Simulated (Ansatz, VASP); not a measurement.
**Al: VASP beside Ansatz**

The input INCAR:

```
SYSTEM = Al
PREC     = Accurate       ! precision mode
ENCUT    = 520            ! plane-wave cutoff, eV
EDIFF    = 1E-7           ! SCF threshold, eV
ISMEAR   = 0              ! smearing method
SIGMA    = 0.15           ! smearing width, eV
LREAL    = .False.        ! projectors in reciprocal space
LASPH    = .True.         ! aspherical terms in the spheres
NELM     = 60             ! most SCF steps
ALGO     = Fast           ! electronic algorithm
ISIF     = 2              ! what is computed and relaxed
LWAVE    = .False.        ! write WAVECAR
LCHARG   = .False.        ! write CHGCAR
GGA      = PE             ! functional
IVDW     = 12             ! dispersion correction
NBANDS   = 14             ! bands
```

The input KPOINTS:

```
Automatic mesh
0
Gamma
  18 18 4
  0 0 0
```

Contents of POSCAR:

```
Al
1.0
    2.9269991555      0.0000000000      0.0000000000
   -1.4634995778      2.5348556255      0.0000000000
    0.0000000000      0.0000000000      9.2410470711
Al
4
Direct
   -0.0431349629      0.0000000000      0.0000000000
    0.3333333333      0.6666666667      0.2500000000
    0.0431349629      0.0000000000      0.5000000000
    0.6666666667      0.3333333333      0.7500000000
```

Input for Ansatz:

```yaml
crystal:
  lattice:
    - [2.9269991555, 0.0, 0.0]
    - [-1.4634995778, 2.5348556255, 0.0]
    - [0.0, 0.0, 9.2410470711]
  atoms:
    - { symbol: Al, position: [-0.0431349629, 0.0, 0.0] }
    - { symbol: Al, position: [0.3333333333, 0.6666666667, 0.25] }
    - { symbol: Al, position: [0.0431349629, 0.0, 0.5] }
    - { symbol: Al, position: [0.6666666667, 0.3333333333, 0.75] }
basis:
  ecutwfc: 420
kpoints:
  mp_grid: { grid: [18, 18, 4] }
hamiltonian:
  xc: pbe
  pseudopotentials: { kind: paw, azcp: { folder: soft_1 } }
  dispersion: d3bj
scf:
  occupations: { method: gaussian, width: 0.15 }
output:
  forces: true
  stress: true
  eigenvalues: true
  write_density: true
  write_potential: true
  elf: true
  volumetric_format: npy
```

Change from the starting cell: mode 4 frozen in at -0.121 Å, equal normal strain along x and y +0.0400.

Alike in both runs: task single point; functional PBE; dispersion D3(BJ); k mesh 18 × 18 × 4; occupations gaussian, width 0.15 eV; no spin polarisation.

|  | VASP | Ansatz |
| --- | --- | --- |
| version | VASP 6.6.1 | Ansatz 0.2.0 |
| potentials or method | VASP PAW PBE potentials, release 64 (Al), cutoff 520 eV | scalar-relativistic, plane waves, PAW |
| valence electrons in the cell | 12 | 12 |

```tsv
	VASP	Ansatz	Ansatz less VASP
gap on the k mesh at the Fermi level (eV)	none	none	-
pressure (GPa)	-5.4	-5.4	+0.01
traceless stress, the component that is largest in VASP (GPa)	1.54	1.54	+0.001
rms of the force components (eV/Å)	0.036	0.036	+0.0002
```

Atom by atom the forces differ by 0.000 eV/Å (rms over components). A gap of «none» marks a metal or a gap that the smearing closes.
